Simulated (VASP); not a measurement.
# Ta12F in VASP: a series of runs

Ta12F is run at these levels: LDA; tasks: single point.

Everything below comes from runs of VASP 6.6.1. Logs are shortened: lines on timing, memory, paths and dates and some standing lists are left out, and cuts for length are marked.

### Step 1. The cell of the first run

The cell holds a slab with vacuum, 13 atoms: a = 5.634 Å, b = 5.634 Å, c = 21.444 Å, α = 90.00°, β = 90.00°, γ = 109.47°.

### Step 2. Single point, LDA, collinear spin

Input file INCAR:

```
PREC = Accurate
ENCUT = 520
EDIFF = 1E-6
ISMEAR = 0
SIGMA = 0.1
LREAL = False
LASPH = True
NELM = 200
ALGO = Normal
ISIF = 2
LWAVE = False
LCHARG = True
ISPIN = 2
MAGMOM = 0 0 0 0 0 0 0 0 0 0 0 0 1
LORBIT = 11
LMAXMIX = 4
LDIPOL = True
IDIPOL = 3
DIPOL = 0.5 0.5 0.310
LVHAR = True
LVACPOTAV = True
NBANDS = 86
GGA_COMPAT = False
NELMDL = -8
KPAR = 4
```

Input file KPOINTS:

```
Automatic mesh
0
Gamma
  5 5 1
```

Input file POSCAR:

```
Ta12F
1.0
    5.6341016702      0.0000000000      0.0000000000
   -1.8780338901      5.3118819959      0.0000000000
    0.0000000000      0.0000000000     21.4444204585
Ta F
12 1
Direct
    0.2500000000      0.2500000000      0.1865287060
    0.2500000000      0.7500000000      0.1865287060
    0.7500000000      0.2500000000      0.1865287060
    0.7500000000      0.7500000000      0.1865287060
    0.0000000000      0.0000000000      0.2901575821
    0.0000000000      0.5000000000      0.2901575821
    0.5000000000      0.0000000000      0.2901575821
    0.5000000000      0.5000000000      0.2901575821
    0.2500000000      0.2500000000      0.3937817054
    0.2500000000      0.7500000000      0.3937817054
    0.7500000000      0.2500000000      0.3937817054
    0.7500000000      0.7500000000      0.3937817054
    0.2500000000      0.2500000000      0.5490668531
```

Potentials or basis: VASP PAW LDA potentials, release 64 (Ta_pv, F).

Launch:

```
> cat potpaw_LDA.64/Ta_pv/POTCAR potpaw_LDA.64/F/POTCAR > POTCAR
> mpirun -np 4 vasp_std > vasp.out
```

OUTCAR:

```text
PREC = Accurate
   ENCUT = 520
   EDIFF = 1E-6
   ISMEAR = 0
   LREAL = False
   LASPH = True
   NELM = 200
   ISIF = 2
   ISPIN = 2
   LORBIT = 11
   NELMDL = -8

 ion  position               nearest neighbor table
   1  0.250  0.250  0.187-   5 2.75   8 2.75   3 2.82   3 2.82   2 2.82   2 2.82   7 3.20   6 3.20
                             4 3.25   4 3.25
   2  0.250  0.750  0.187-   6 2.75   7 2.75   4 2.82   4 2.82   1 2.82   1 2.82   5 3.20   8 3.20
                             3 3.25   3 3.25
   3  0.750  0.250  0.187-   6 2.75   7 2.75   1 2.82   1 2.82   4 2.82   4 2.82   5 3.20   8 3.20
                             2 3.25   2 3.25
   4  0.750  0.750  0.187-   5 2.75   8 2.75   2 2.82   2 2.82   3 2.82   3 2.82   7 3.20   6 3.20
                             1 3.25   1 3.25
   5  0.000  0.000  0.290-   9 2.75  12 2.75   1 2.75   4 2.75   7 2.82   7 2.82   6 2.82   6 2.82
                            11 3.20  10 3.20   3 3.20   2 3.20   8 3.25   8 3.25
   6  0.000  0.500  0.290-  10 2.75  11 2.75   2 2.75   3 2.75   8 2.82   8 2.82   5 2.82   5 2.82
                             9 3.20  12 3.20   1 3.20   4 3.20   7 3.25   7 3.25
   7  0.500  0.000  0.290-  10 2.75  11 2.75   2 2.75   3 2.75   5 2.82   5 2.82   8 2.82   8 2.82
                             9 3.20  12 3.20   1 3.20   4 3.20   6 3.25   6 3.25
   8  0.500  0.500  0.290-   9 2.75  12 2.75   1 2.75   4 2.75   6 2.82   6 2.82   7 2.82   7 2.82
                            11 3.20  10 3.20   3 3.20   2 3.20   5 3.25   5 3.25
   9  0.250  0.250  0.394-   5 2.75   8 2.75  11 2.82  11 2.82  10 2.82  10 2.82   7 3.20   6 3.20
                            12 3.25  12 3.25
  10  0.250  0.750  0.394-   6 2.75   7 2.75  12 2.82  12 2.82   9 2.82   9 2.82   5 3.20   8 3.20
                            11 3.25  11 3.25
  11  0.750  0.250  0.394-   6 2.75   7 2.75   9 2.82   9 2.82  12 2.82  12 2.82   5 3.20   8 3.20
                            10 3.25  10 3.25
  12  0.750  0.750  0.394-   5 2.75   8 2.75  10 2.82  10 2.82  11 2.82  11 2.82   7 3.20   6 3.20
                             9 3.25   9 3.25
  13  0.250  0.250  0.549-

  LATTYP: Found a base centered orthorhombic cell.
 ALAT       =     6.5057002319
 B/A-ratio  =     1.4142135624
 C/A-ratio  =     3.2962509329

  Lattice vectors:

 A1 = (   5.6341016702,   0.0000000000,   0.0000000000)
 A2 = (  -1.8780338901,   5.3118819959,   0.0000000000)
 A3 = (   0.0000000000,   0.0000000000,  21.4444204585)

Analysis of symmetry for initial positions (statically):
=====================================================================
 Subroutine PRICEL returns:
 Original cell was already a primitive cell.

 Routine SETGRP: Setting up the symmetry group for a
 base centered orthorhombic supercell.

 Subroutine GETGRP returns: Found  4 space group operations
 (whereof  2 operations were pure point group operations)
 out of a pool of  8 trial point group operations.

The static configuration has the point symmetry C_1h.
 The point group associated with its full space group is C_2v.

Analysis of symmetry for dynamics (positions and initial velocities):
=====================================================================
 Subroutine PRICEL returns:
 Original cell was already a primitive cell.

 Routine SETGRP: Setting up the symmetry group for a
 base centered orthorhombic supercell.

 Subroutine GETGRP returns: Found  4 space group operations
 (whereof  2 operations were pure point group operations)
 out of a pool of  8 trial point group operations.

The dynamic configuration has the point symmetry C_1h.
 The point group associated with its full space group is C_2v.

Analysis of structural, dynamic, and magnetic symmetry:
=====================================================================
 Subroutine PRICEL returns:
 Original cell was already a primitive cell.

 Routine SETGRP: Setting up the symmetry group for a
 base centered orthorhombic supercell.

 Subroutine GETGRP returns: Found  4 space group operations
 (whereof  2 operations were pure point group operations)
 out of a pool of  8 trial point group operations.

The overall configuration has the point symmetry C_1h.
 The point group associated with its full space group is C_2v.

 Subroutine INISYM returns: Found  4 space group operations
 (whereof  2 operations are pure point group operations),
 and found     1 'primitive' translations

----------------------------------------------------------------------------------------

                                     Primitive cell

  volume of cell :     641.7818

  direct lattice vectors                    reciprocal lattice vectors
     5.634101670  0.000000000  0.000000000     0.177490585  0.062752398  0.000000000
    -1.878033890  5.311881996  0.000000000     0.000000000  0.188257194  0.000000000
     0.000000000  0.000000000 21.444420459     0.000000000  0.000000000  0.046632177

  length of vectors
     5.634101670  5.634101670 21.444420459     0.188257194  0.188257194  0.046632177

  position of ions in fractional coordinates (direct lattice)
     0.250000000  0.250000000  0.186528706
     0.250000000  0.750000000  0.186528706
[... 75 lines left out ...]
   ISTART =      0    job   : 0-new  1-cont  2-samecut
   ICHARG =      2    charge: 1-file 2-atom 10-const
   ISPIN  =      2    spin polarized calculation?
   LNONCOLLINEAR =      F non collinear calculations
   LSORBIT =      F    spin-orbit coupling
   LASPH  =      T    aspherical Exc in radial PAW
   ENCUT  =  520.0 eV  38.22 Ry    6.18 a.u.  10.48 10.48 39.87*2*pi/ulx,y,z
   NELM   =    200;   NELMIN=  2; NELMDL= -8     # of ELM steps
   EDIFF  = 0.1E-05   stopping-criterion for ELM
   LREAL  =      F    real-space projection
   EDIFFG = 0.1E-04   stopping-criterion for IOM
   NSW    =      0    number of steps for IOM
   IBRION =     -1    ionic relax: 0-MD 1-quasi-New 2-CG
   NFREE  =      0    steps in history (QN), initial steepest desc. (CG)
   ISIF   =      2    stress and relaxation
   ISYM   =      2    0-nonsym 1-usesym 2-fastsym
   POTIM  = 0.5000    time-step for ionic-motion
   TEBEG  =    0.0;   TEEND  =   0.0 temperature during run
   PSTRESS=    0.0 pullay stress
   NELECT =     139.0000    total number of electrons
   NUPDOWN=      -1.0000    fix difference up-down
   EMIN   =  10.00;   EMAX   =-10.00  energy-range for DOS
   EFERMI =   0.00;   METHOD = LEGACY
   ISMEAR =     0;   SIGMA  =   0.10  broadening in eV -4-tet -1-fermi 0-gaus
   EFERMI_NEDOS =   21; number of points for ismear=-14 and -15
   IALGO  =     38    algorithm
   IMIX   =      4    mixing-type and parameters
     AMIX     =   0.40;   BMIX     =  1.00
     AMIX_MAG =   1.60;   BMIX_MAG =  1.00
  volume/ion in A,a.u.               =      49.37       333.15
  Fermi-wavevector in a.u.,A,eV,Ry     =   0.983144  1.857873 13.151022  0.966573
  Thomas-Fermi vector in A             =   2.114280
   LORBIT       =     11    0 simple, 1 ext, 2 COOP (PROOUT), +10 PAW based schemes
   GGA     = CA    functional components
   LHFCALC =     F    Hartree Fock is set to
   AEXX    =    0.0000 exact exchange contribution
   IVDW    =     0    specifies the selected vdW correction
   LEPSILON=     F    determine dielectric tensor
   LRPA    =     F    only Hartree local field effects (RPA)
 spin polarized calculation
 Gauss-broadening in eV      SIGMA  =   0.10
  energy-cutoff  :      520.00
  volume of cell :      641.78
 maximum number of plane-waves:     17318
 NGX is ok and might be reduce to    42
   NGX = 21   NGY = 21   NGZ = 79

 dipolmoment           0.000000      0.000000     -0.052889 electrons x Angstroem

 number of electron     138.9999992 magnetization       0.0006604

 number of electron     138.9999992 magnetization      -0.0000575

 dipolmoment           0.000000      0.000000      0.658225 electrons x Angstroem

 Free energy of the ion-electron system (eV)
  ---------------------------------------------------
  ext. energy  EPLUGINS =         0.00000000
  ---------------------------------------------------
  free energy    TOTEN  =      -146.35765202 eV

  energy without entropy =     -146.26661991  energy(sigma->0) =     -146.31213596

 E-fermi :  -2.4035     XC(G=0):  -5.4212

 val. band max:       -2.4083060270   @ k =   0.4000   0.0000   0.0000
 cond. band min:      -2.3991651694   @ k =  -0.4000   0.2000   0.0000
 fundamental gap:      0.0091408576
 Fermi energy:        -2.4035044571

 spin component 1

 k-point     1 :       0.0000    0.0000    0.0000
  band No.  band energies     occupation
      1     -36.8489      1.00000
      2     -36.8472      1.00000
      3     -36.8221      1.00000
      4     -36.7824      1.00000
      5     -36.7217      1.00000
      6     -36.7117      1.00000
[... 745 lines left out ...]
     80      -0.9917      0.00000
     81      -0.8841      0.00000
 Fermi energy:        -2.4035044571

 spin component 2

 k-point     1 :       0.0000    0.0000    0.0000
  band No.  band energies     occupation
      1     -36.8489      1.00000
      2     -36.8472      1.00000
      3     -36.8221      1.00000
      4     -36.7824      1.00000
      5     -36.7217      1.00000
      6     -36.7117      1.00000
[... 745 lines left out ...]
     80      -0.9917      0.00000
     81      -0.8841      0.00000
 [bands above 81 left out]

------------------------ aborting loop because EDIFF is reached ----------------------------------------

  FORCE on cell =-STRESS in cart. coord.  units (eV):
  Direction    XX          YY          ZZ          XY          YZ          ZX
  --------------------------------------------------------------------------------------
  -------------------------------------------------------------------------------------
  Total      -11.7631525    -10.8742102     -5.0502137      1.2571542     -0.0000000      0.0000000
  in kB      -29.3661421    -27.1469407    -12.6076146      3.1384247     -0.0000000      0.0000000
  external PRESSURE =     -23.0402325 kB  Pullay stress =       0.0000000 kB

 VOLUME and BASIS-vectors are now :
 -----------------------------------------------------------------------------
  energy-cutoff  :      520.00
  volume of cell :      641.78
      direct lattice vectors                 reciprocal lattice vectors
     5.634101670  0.000000000  0.000000000     0.177490585  0.062752398  0.000000000
    -1.878033890  5.311881996  0.000000000     0.000000000  0.188257194  0.000000000
     0.000000000  0.000000000 21.444420459     0.000000000  0.000000000  0.046632177

 POSITION                                       TOTAL-FORCE (eV/Angst)
 -----------------------------------------------------------------------------------
      0.93902      1.32797      4.00000         0.000000     -0.000000     -0.083391
     -0.00000      3.98391      4.00000         0.000000     -0.000000     -0.053222
      3.75607      1.32797      4.00000         0.000000     -0.000000     -0.053222
      2.81705      3.98391      4.00000         0.000000     -0.000000     -0.040606
      0.00000      0.00000      6.22226        -0.027545     -0.038955     -0.035560
     -0.93902      2.65594      6.22226         0.020073     -0.014194      0.023019
      2.81705      0.00000      6.22226        -0.020073      0.014194      0.023019
      1.87803      2.65594      6.22226         0.027545      0.038955     -0.035560
      0.93902      1.32797      8.44442         0.000000     -0.000000      1.434605
     -0.00000      3.98391      8.44442         0.000000      0.000000      0.293238
      3.75607      1.32797      8.44442         0.000000      0.000000      0.293238
      2.81705      3.98391      8.44442         0.000000     -0.000000      0.066989
      0.93902      1.32797     11.77442         0.000000     -0.000000     -1.832547
 -----------------------------------------------------------------------------------
    total drift:                                0.000000      0.000000     -0.001384

  FREE ENERGIE OF THE ION-ELECTRON SYSTEM (eV)
  ---------------------------------------------------
  free  energy   TOTEN  =      -146.3576520181 eV

  energy  without entropy=     -146.2666199072  energy(sigma->0) =     -146.31213596

 vacuum level on the upper side and lower side of the slab         6.579         2.600

 total charge

# of ion       s       p       d       tot
------------------------------------------
    1        0.389   6.099   2.467   8.956
    2        0.389   6.099   2.468   8.957
    3        0.389   6.099   2.468   8.957
    4        0.389   6.098   2.470   8.957
    5        0.389   6.198   2.501   9.087
    6        0.389   6.198   2.499   9.086
    7        0.389   6.198   2.499   9.086
    8        0.389   6.198   2.501   9.087
    9        0.382   6.097   2.449   8.928
   10        0.389   6.091   2.473   8.953
   11        0.389   6.091   2.473   8.953
   12        0.390   6.090   2.479   8.959
   13        1.738   4.141   0.000   5.878
--------------------------------------------------
tot          6.399  77.697  29.747 113.843

 magnetization (x)

# of ion       s       p       d       tot
------------------------------------------
    1        0.000   0.000   0.000   0.000
    2        0.000   0.000   0.000   0.000
    3        0.000   0.000   0.000   0.000
    4        0.000   0.000   0.000   0.000
    5       -0.000  -0.000  -0.000  -0.000
    6       -0.000  -0.000  -0.000  -0.000
    7       -0.000  -0.000  -0.000  -0.000
    8       -0.000  -0.000  -0.000  -0.000
    9       -0.000   0.000  -0.000  -0.000
   10       -0.000  -0.000  -0.000  -0.000
   11       -0.000  -0.000  -0.000  -0.000
   12       -0.000  -0.000  -0.000  -0.000
   13       -0.000  -0.000   0.000  -0.000
--------------------------------------------------
tot         -0.000  -0.000  -0.000  -0.001
```

Run time: 20 min. Hardware: 4 MPI ranks of Intel Xeon Platinum 8488C (Sapphire Rapids), shared host; peak memory 1 GiB.

Results:

- Free energy: -146.3577 eV
- Largest force: 1.833 eV/Å
- Net moment: 0.00 μB per cell
- Valence electrons inside the program's atomic spheres: Ta 8.96, 9.09, 8.93, 8.95 (each value once); F 5.88

Forces in eV/Å, atoms in the order of the input:
```
Ta   0.000  0.000 -0.083
Ta   0.000  0.000 -0.053
Ta   0.000  0.000 -0.053
Ta   0.000  0.000 -0.041
Ta  -0.028 -0.039 -0.036
Ta   0.020 -0.014  0.023
Ta  -0.020  0.014  0.023
Ta   0.028  0.039 -0.036
Ta   0.000  0.000  1.435
Ta   0.000  0.000  0.293
Ta   0.000  0.000  0.293
Ta   0.000  0.000  0.067
F    0.000  0.000 -1.833
```

Caveat: spin-orbit coupling is left out, which moves the levels of the heavy elements.

### Step 3. Single point, LDA, collinear spin

Input file INCAR:

```
SYSTEM = Ta12F
ALGO = Normal ; DIPOL = 0.5 0.5 0.305
EDIFF = 1E-6 ; ENCUT = 520
GGA = CA ; GGA_COMPAT = .FALSE.
IDIPOL = 3 ; ISIF = 2
ISMEAR = 0 ; ISPIN = 2
KPAR = 4 ; LASPH = .TRUE.
LCHARG = .FALSE. ; LDIPOL = .TRUE.
LMAXMIX = 4 ; LORBIT = 11
LREAL = .FALSE. ; LWAVE = .FALSE.
MAGMOM = 0 0 0 0 0 0 0 0 0 0 0 0 1 ; NBANDS = 86
NELM = 200 ; NELMDL = -8
PREC = Accurate ; SIGMA = 0.1
```

Input file KPOINTS:

```
k-points
0
G
  5 5 1
  0 0 0
```

Changes to POSCAR since step 2:

```diff
@@ -20,2 +20,2 @@
     0.7500000000      0.7500000000      0.3937817054
-    0.2500000000      0.2500000000      0.5490668531
+    0.2500000000      0.2500000000      0.4772533013
```

Potentials or basis: VASP PAW LDA potentials, release 64 (Ta_pv, F).

Launch:

```
> cat potpaw_LDA.64/Ta_pv/POTCAR potpaw_LDA.64/F/POTCAR > POTCAR
> mpirun -np 4 vasp_std > vasp.out
```

Run time: 12 min. Hardware: 4 MPI ranks of Intel Xeon 6975P-C (Granite Rapids), shared host; peak memory 0.96 GiB.

It converged, with:

| Property | Result |
| --- | --- |
| Free energy | -149.8313 eV |
| Largest force | 3.830 eV/Å |
| Net moment | 0.00 μB per cell |
| Valence electrons inside the program's atomic spheres | Ta 8.95, 8.96, 9.10, 9.09, 9.15, 8.97, 8.98 (each value once); F 6.08 |

Forces in eV/Å, atoms in the order of the input:
```
Ta   0.000  0.000 -0.030
Ta   0.000  0.000 -0.019
Ta   0.000  0.000 -0.019
Ta   0.000  0.000  0.015
Ta  -0.297 -0.420 -0.495
Ta  -0.002  0.001  0.072
Ta   0.002 -0.001  0.072
Ta   0.297  0.420 -0.495
Ta   0.000  0.000 -1.309
Ta   0.000  0.000 -0.427
Ta   0.000  0.000 -0.427
Ta   0.000  0.000 -0.769
F    0.000  0.000  3.830
```

Levels at points of the mesh, in eV from the Fermi level:
Spin up:
```
           k point  band 66  band 67  band 68  band 69  band 70  band 71  band 72  band 73  band 74  band 75
(0.00, 0.00, 0.00)    -0.19     0.17     0.34     0.56     0.77     0.79     1.01     1.27     1.47     1.49
```
Spin down:
```csv
k point,band 68,band 69,band 70,band 71,band 72,band 73
"(0.00, 0.00, 0.00)",0.34,0.56,0.77,0.79,1.01,1.27
```

Caveat: spin-orbit coupling is left out, which moves the levels of the heavy elements.

### Step 4. Single point, LDA, collinear spin

Input file INCAR:

```
SYSTEM = Ta12F
ALGO = Normal
DIPOL = 0.5 0.5 0.306
EDIFF = 1E-6
ENCUT = 520
GGA_COMPAT = .False.
IDIPOL = 3
ISIF = 2
ISMEAR = 0
ISPIN = 2
KPAR = 4
LASPH = .True.
LCHARG = .False.
LDIPOL = .True.
LMAXMIX = 4
LORBIT = 11
LREAL = .False.
LWAVE = .False.
MAGMOM = 0 0 0 0 0 0 0 0 0 0 0 0 1
NBANDS = 86
NELM = 200
NELMDL = -8
PREC = Accurate
SIGMA = 0.1
```

Input file KPOINTS:

```
k-points
0
Gamma
  5 5 1
  0 0 0
```

Changes to POSCAR since step 3:

```diff
@@ -20,2 +20,2 @@
     0.7500000000      0.7500000000      0.3937817054
-    0.2500000000      0.2500000000      0.4772533013
+    0.2500000000      0.2500000000      0.4921755978
```

Launch:

```
> cat potpaw_LDA.64/Ta_pv/POTCAR potpaw_LDA.64/F/POTCAR > POTCAR
> mpirun -np 4 vasp_std > vasp.out
```

It took 18 min on 4 MPI ranks of Intel Xeon Platinum 8259CL at 2.50GHz (Skylake/Cascade Lake), shared host; peak memory 0.99 GiB.

The run converged. Its results:

```
Free energy                                           : -149.7577 eV
Largest force                                         : 3.999 eV/Å
Net moment                                            : 0.00 μB per cell
Valence electrons inside the program's atomic spheres : Ta 8.95, 8.96, 9.10, 9.09, 8.94, 8.97 (each value once); F 5.99
```

Forces on the atoms (eV/Å):
```
Ta   0.000  0.000 -0.071
Ta   0.000  0.000 -0.030
Ta   0.000  0.000 -0.030
Ta   0.000  0.000  0.029
Ta  -0.176 -0.249 -0.288
Ta   0.042 -0.030  0.070
Ta  -0.042  0.030  0.070
Ta   0.176  0.249 -0.288
Ta   0.000  0.000  3.999
Ta   0.000  0.000 -0.125
Ta   0.000  0.000 -0.125
Ta   0.000  0.000 -0.658
F    0.000  0.000 -2.554
```

Levels at points of the mesh, in eV from the Fermi level:
Spin up:
| k point | band 65 | band 66 | band 67 | band 68 | band 69 | band 70 | band 71 | band 72 | band 73 | band 74 |
| --- | --- | --- | --- | --- | --- | --- | --- | --- | --- | --- |
| (0.00, 0.00, 0.00) | -0.20 | -0.18 | 0.18 | 0.33 | 0.54 | 0.76 | 0.82 | 0.99 | 1.22 | 1.43 |
Spin down:
| k point | band 66 | band 67 | band 68 | band 69 | band 70 | band 71 | band 72 | band 73 |
| --- | --- | --- | --- | --- | --- | --- | --- | --- |
| (0.00, 0.00, 0.00) | -0.18 | 0.18 | 0.33 | 0.54 | 0.76 | 0.82 | 0.99 | 1.22 |

Caveat: spin-orbit coupling is left out, which moves the levels of the heavy elements.

### Step 5. Summary

```tsv
cell	gap on the mesh (eV)	moment (μB)	largest force (eV/Å)
as given, atomic positions A	none	0.00	1.83
as given, atomic positions B	none	0.00	3.83
as given, atomic positions C	none	0.00	4.00
```

Alike in all rows: task single point; level LDA; potentials or basis VASP PAW LDA potentials, release 64 (Ta_pv, F); spin collinear; k mesh 5 × 5 × 1; cutoff (eV) 520; smearing gaussian 0.1 eV.

Caveats: spin-orbit coupling is left out, which moves the levels of the heavy elements.

Total energies depend on the potentials used, so only differences within one code and one set of settings carry meaning.

The gap in the log of VASP goes by the Fermi energy; the results here count the filled bands.